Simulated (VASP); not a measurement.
Set up this calculation in VASP 6.6.1, as the native input.

```yaml
Task: single point
Functional: PBE
Potentials_or_basis: VASP PAW PBE potentials, release 64 (Ge_d)
Cutoff: 500 eV
k_mesh: 7 × 7 × 7
Occupations: fermi-dirac, width 0.02 eV
Spin: no spin polarisation
Dipole_correction: no
Further_INCAR_settings: ALGO = Normal; EDIFF = 1e-06; NBANDS = 21
```

The structure of Ge lies in POSCAR:

```
Ge
1.0
    0.0000000000      2.8806816164      2.8806816164
    2.8806816164      0.0000000000      2.8806816164
    2.8806816164      2.8806816164      0.0000000000
Ge
2
Direct
    0.0000000000      0.0000000000      0.0000000000
    0.2500000000      0.2500000000      0.2500000000
```

The input as run:

INCAR

```
SYSTEM = Ge
PREC     = Accurate       ! precision mode
ENCUT    = 500            ! plane-wave cutoff, eV
EDIFF    = 1E-6           ! SCF threshold, eV
ISMEAR   = -1             ! smearing method
SIGMA    = 0.02           ! smearing width, eV
LREAL    = .FALSE.        ! projectors in reciprocal space
LASPH    = .TRUE.         ! aspherical terms in the spheres
NELM     = 120            ! most SCF steps
ALGO     = Normal         ! electronic algorithm
ISIF     = 2              ! what is computed and relaxed
LWAVE    = .FALSE.        ! write WAVECAR
LCHARG   = .TRUE.         ! write CHGCAR
GGA      = PE             ! functional
LELF     = .TRUE.         ! ELF
LVHAR    = .TRUE.       
NBANDS   = 21             ! bands
GGA_COMPAT= .FALSE.
```

KPOINTS

```
regular mesh
0
G
  7 7 7
  0 0 0
```

Potentials or basis: VASP PAW PBE potentials, release 64 (Ge_d).

Run with:

```sh
$ cat potpaw_PBE.64/Ge_d/POTCAR > POTCAR
$ mpirun -np 1 vasp_std > vasp.out
```

Results of the run:

* Pressure: -0.1 GPa
* Band gap on the k mesh: zero (filled and empty bands touch)

Caveat: semilocal functionals underestimate gaps, so a narrow gap can read as zero.

It took 47 s on 1 thread of Intel Xeon 8259CL, with other jobs on the host, peak memory 0.17 GiB.
